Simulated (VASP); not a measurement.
A run of VASP 6.6.1:

The input INCAR:

```
PREC     = Accurate       # precision mode
ENCUT    = 500            # plane-wave cutoff, eV
EDIFF    = 1E-6           # SCF threshold, eV
ISMEAR   = 0              # smearing method
SIGMA    = 0.01           # smearing width, eV
LREAL    = False          # projectors in reciprocal space
LASPH    = True           # aspherical terms in the spheres
NELM     = 120            # most SCF steps
ALGO     = Normal         # electronic algorithm
ISIF     = 2              # what is computed and relaxed
LWAVE    = False          # write WAVECAR
LCHARG   = True           # write CHGCAR
GGA      = PS             # functional
LELF     = True           # ELF
LVHAR    = True         
NBANDS   = 16             # bands
GGA_COMPAT= False
```

The input KPOINTS:

```
Automatic mesh
0
Gamma
  8 8 8
```

POSCAR

```
ZnSe
1.0
    0.0000000000      2.5856541961      2.5856541961
    2.5856541961      0.0000000000      2.5856541961
    2.5856541961      2.5856541961      0.0000000000
Zn Se
1 1
Direct
    0.0000000000      0.0000000000      0.0000000000
    0.7500000000      0.7500000000      0.7500000000
```

Potentials or basis: VASP PAW PBE potentials, release 64 (Zn, Se).

Launch:

```sh
$ cat potpaw_PBE.64/Zn/POTCAR potpaw_PBE.64/Se/POTCAR > POTCAR
$ mpirun -np 1 vasp_std > vasp.out
```

Hardware: 1 thread of Intel(R) Xeon(R) Platinum 8488C (Sapphire Rapids), with other jobs on the host.

Question: How long does it take, and how much memory?

Answer: It took 12 s on 1 thread of Intel(R) Xeon(R) Platinum 8488C (Sapphire Rapids), with other jobs on the host, peak memory 0.16 GiB. Counts: scf iterations 12, k points 29.
